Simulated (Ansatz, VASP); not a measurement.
# C: VASP beside Ansatz

The input POSCAR:

```
C
1.0
    0.0000000000      1.8614237500      1.8614237500
    1.7834000000      0.0780237500      1.7834000000
    1.7834000000      1.7834000000      0.0780237500
C
2
Direct
    0.5000000000      0.5000000000      0.5000000000
    0.7500000000      0.7500000000      0.7500000000
```

File INCAR.step1:

```
SYSTEM = C
PREC = Accurate
ENCUT = 520
ISMEAR = 0
SIGMA = 0.05
LREAL = .FALSE.
LASPH = .TRUE.
NELM = 100
NBANDS = 11
GGA = PE
ALGO = Normal
EDIFF = 1E-4
LWAVE = .TRUE.
LCHARG = .FALSE.
```

Contents of INCAR.step2:

```
SYSTEM = C
PREC = Accurate
ENCUT = 520
EDIFF = 1E-6
ISMEAR = 0
SIGMA = 0.05
LREAL = .FALSE.
LASPH = .TRUE.
NELM = 100
ALGO = Normal
ISIF = 2
LWAVE = .FALSE.
LCHARG = .FALSE.
METAGGA = R2SCAN
LMIXTAU = .TRUE.
NBANDS = 11
ISTART = 1
```

File KPOINTS:

```
Automatic mesh
0
G
  12 12 12
  0 0 0
```

Input for Ansatz:

```yaml
crystal:
  lattice:
    - [0.0, 1.86142375, 1.86142375]
    - [1.7834, 0.07802375, 1.7834]
    - [1.7834, 1.7834, 0.07802375]
  atoms:
    - { symbol: C, position: [0.5, 0.5, 0.5] }
    - { symbol: C, position: [0.75, 0.75, 0.75] }
basis:
  ecutwfc: 500
kpoints:
  mp_grid: { grid: [12, 12, 12] }
hamiltonian:
  xc: r2scan
scf:
  occupations: { method: gaussian, width: 0.05 }
output:
  forces: true
  stress: true
  eigenvalues: true
```

Change from the starting cell: strain +0.0875 x Voigt [0, 0, 0, 1, 0, 0], atoms carried along.

Alike in both runs: task single point; functional r2SCAN; k mesh 12 × 12 × 12; occupations gaussian, width 0.05 eV; no spin polarisation.

|  | VASP | Ansatz |
| --- | --- | --- |
| version | VASP 6.6.1 | Ansatz 0.2.0 |
| potentials or method | VASP PAW PBE potentials, release 64 (C), cutoff 520 eV | scalar-relativistic, plane waves, PAW |
| valence electrons in the cell | 8 | 8 |

Ansatz gave:

- gap on the k mesh at the Fermi level (eV): 3.30
- least direct gap on the mesh (eV): 4.50
- pressure (GPa): 1.7
- traceless stress, the component that is largest in VASP (GPa): -51.19
- rms of the force components (eV/Å): 0.102

Problem. What did VASP give for the same quantities?

Solution. gap on the k mesh at the Fermi level (eV): 3.28; least direct gap on the mesh (eV): 4.46; pressure (GPa): 2.8; traceless stress, the component that is largest in VASP (GPa): -51.54; rms of the force components (eV/Å): 0.121.

VASP's potentials were made for PBE, not for r2SCAN. Atom by atom the forces differ by 0.019 eV/Å (rms over components). With one functional, cell and mesh, what is left measures potentials, basis and numerics.
